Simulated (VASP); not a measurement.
A run of VASP 6.6.1 is set up as follows.

File INCAR:

```
PREC = Accurate
ENCUT = 520
EDIFF = 1E-6
ISMEAR = -1
SIGMA = 0.1
LREAL = False
LASPH = True
NELM = 80
ALGO = Normal
ISIF = 2
LWAVE = False
LCHARG = True
GGA = PE
LELF = True
LVHAR = True
NBANDS = 12
```

The input KPOINTS:

```
regular mesh
0
Gamma
  16 16 9
```

The input POSCAR:

```
As
1.0
    2.6841856710      0.0000000000      0.0000000000
   -1.3420928355      2.3245729796      0.0000000000
    0.0000000000      0.0000000000      4.2279582027
As
2
Direct
    0.3333333333      0.6666666667      0.2500000000
    0.6666666667      0.3333333333      0.7500000000
```

Potentials or basis: VASP PAW PBE potentials, release 64 (As).

The run is started by

```sh
$ cat potpaw_PBE.64/As/POTCAR > POTCAR
$ mpirun -np 1 vasp_std > vasp.out
```

Task: What does it give for the band gap on the k mesh?

Result: Zero (band 5 reaches 18.26 eV, above the bottom of band 6 at 6.34 eV).

Task: What does it give for the pressure?

Result: 69.1 GPa.

Stress tensor (GPa, compression positive):
```
68.99  0.00  0.00
 0.00 68.99  0.00
 0.00  0.00 69.23
```
